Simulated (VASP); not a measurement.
BaTiO3:

```
CELL_PARAMETERS angstrom
4.07825 0.00000 0.00000
0.00000 4.07825 0.00000
0.00000 0.00000 4.09680
ATOMIC_POSITIONS crystal
Ba 0.00000 0.00000 0.00000
Ti 0.50000 0.50000 0.49000
O 0.00000 0.50000 0.51700
O 0.50000 0.00000 0.51700
O 0.50000 0.50000 0.01900
```

Base run:

```yaml
Program: VASP 6.6.1
Functional: revPBE
Potentials_or_basis: VASP PAW PBE potentials, release 64 (Ba_sv, Ti_sv, O)
Cutoff: 520 eV
k_mesh: 7 × 7 × 7
Occupations: fermi-dirac, width 0.05 eV
Spin: no spin polarisation
```

Its results: band gap on the k mesh 1.77 eV, indirect (least direct gap 2.00 eV); pressure -2.0 GPa; largest force 0.608 eV/Å.

Problem. After a change of settings the same cell gave: band gap on the k mesh 1.70 eV, indirect (least direct gap 1.94 eV); pressure -10.6 GPa; largest force 0.660 eV/Å. Which change was it?
A. functional from revPBE to LDA; potentials or basis from VASP PAW PBE potentials, release 64 (Ba_sv, Ti_sv, O) to VASP PAW LDA potentials, release 64 (Ba_sv, Ti_sv, O)
B. functional from revPBE to PBE; further incar settings from ALGO = Normal; EDIFF = 1e-07; NBANDS = 28 to ALGO = Normal; EDIFF = 1e-06; NBANDS = 28
C. functional from revPBE to r2SCAN; further incar settings from ALGO = Normal; EDIFF = 1e-07; NBANDS = 28 to ALGO = Normal; EDIFF = 1e-06; NBANDS = 28
D. functional from revPBE to PBEsol

Solution. D.

PBEsol binds more tightly than revPBE, so the same cell stands under less pressure.

Caveats: the PAW data sets were made with another functional, which shifts forces and pressure a little; spin-orbit coupling is left out, which moves the levels of the heavy elements.
